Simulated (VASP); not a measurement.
Set up this calculation in VASP 6.6.1, as the native input.

```yaml
Task: single point
Functional: LDA
Potentials_or_basis: VASP PAW LDA potentials, release 64 (Pt)
Cutoff: 520 eV
k_mesh: 12 × 12 × 12
Occupations: fermi-dirac, width 0.05 eV
Spin: no spin polarisation
Dipole_correction: no
Further_INCAR_settings: ALGO = Normal; EDIFF = 1e-07; NBANDS = 11
```

The structure of Pt lies in POSCAR:

```
Pt
1.0
    0.0000000000      1.9609000000      1.9609000000
    1.9609000000      0.0000000000      1.9609000000
    1.9609000000      1.9609000000      0.0000000000
Pt
1
Direct
    0.0000000000      0.0000000000      0.0000000000
```

These files were run (other wordings do the same):

INCAR

```
PREC = Accurate ; ENCUT = 520
EDIFF = 1E-7 ; ISMEAR = -1
SIGMA = 0.05 ; LREAL = F
LASPH = T ; NELM = 100
ALGO = Normal ; ISIF = 2
LWAVE = F ; LCHARG = F
GGA = CA ; NBANDS = 11
```

KPOINTS

```
regular mesh
0
Gamma
  12 12 12
```

Potentials or basis: VASP PAW LDA potentials, release 64 (Pt).

Launch:

```bash
$ cat potpaw_LDA.64/Pt/POTCAR > POTCAR
$ mpirun -np 1 vasp_std > vasp.out
```

Results of the run:

```json
{
  "Pressure": "-5.3 GPa",
  "Band gap on the k mesh": "zero (band 5 reaches 11.64 eV, above the bottom of band 6 at 9.42 eV)"
}
```

Caveat: spin-orbit coupling is left out, which moves the levels of the heavy elements.

It took 15 s on 1 thread of AMD EPYC 7R43 64-Core Processor (Zen 3), with other jobs on the host, peak memory 0.1 GiB.
